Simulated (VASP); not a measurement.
# Ni: single point with r2SCAN+D3(BJ)+U

Crystal: Ni.

```
Ni
1.0
     2.44802    0.00000    0.00000
    -1.22401    2.12005    0.00000
     0.00000    0.00000    4.07281
Ni
2
Direct
  0.66667 0.33333 0.75000
  0.33333 0.66667 0.25000
```

```json
{"Program": "VASP 6.6.1", "Task": "single point", "Functional": "r2SCAN", "Dispersion": "D3(BJ)", "Potentials or basis": "VASP PAW PBE potentials, release 64 (Ni)", "Cutoff": "520 eV", "k mesh": "12 × 12 × 7", "Occupations": "fermi-dirac, width 0.05 eV", "Spin": "collinear spin, ferromagnetic start", "Starting moments": "[0.91, 0.91] μB", "Hubbard terms": "Ni d U = 1.0 eV", "Dipole correction": "no", "Further INCAR settings": "ALGO = Normal; EDIFF = 1e-07; NBANDS = 21"}
```

- Pressure: -4.2 GPa
- Net moment: 1.51 μB per cell
- Site moments: Ni +0.78 μB
- Valence electrons inside the program's atomic spheres: Ni 9.42
- Dispersion energy per atom: -0.224 eV

Stress tensor (GPa, compression positive):
```
-4.66  0.00  0.00
 0.00 -4.66  0.00
 0.00  0.00 -3.27
```

Levels at points of the mesh, in eV from the Fermi level:
Spin up:
```
           k point  band 8  band 9  band 10  band 11  band 12  band 13  band 14  band 15
(0.00, 0.00, 0.00)   -2.18   -2.18    -1.23    -1.23    -0.53     5.48    23.96    26.25
(0.50, 0.00, 0.00)   -1.28   -1.17    -1.07     0.89     3.04     9.71    10.42    12.64
```
Spin down:
| k point | band 5 | band 6 | band 7 | band 8 | band 9 | band 10 | band 11 | band 12 | band 13 | band 14 |
| --- | --- | --- | --- | --- | --- | --- | --- | --- | --- | --- |
| (0.00, 0.00, 0.00) | -1.41 | -1.41 | -1.40 | -1.40 | -1.34 | -0.70 | -0.42 | -0.42 | 6.56 | 23.81 |
| (0.50, 0.00, 0.00) | -2.24 | -2.06 | -1.06 | -0.25 | 0.31 | 0.44 | 2.05 | 3.86 | 9.83 | 10.59 |

Eigenvalues of the final occupation matrices:
```
    site  spin  trace               eigenvalues
site 1 d     1   4.61  0.92 0.92 0.92 0.92 0.92
site 1 d     2   3.78  0.59 0.73 0.73 0.87 0.87
site 2 d     1   4.61  0.92 0.92 0.92 0.92 0.92
site 2 d     2   3.78  0.59 0.73 0.73 0.87 0.87
```

Wall time 2.4 min on 1 thread of AMD EPYC 9R45 96-Core Processor (Zen 5), with other jobs on the host, peak memory 0.16 GiB.

Caveat: the PAW data sets were made with another functional, which shifts forces and pressure a little; pairwise dispersion overbinds metals, which lowers pressure and volume; the U is typed as a test and isn't derived for this compound. The state reached can hang on the start; a lower one may exist.
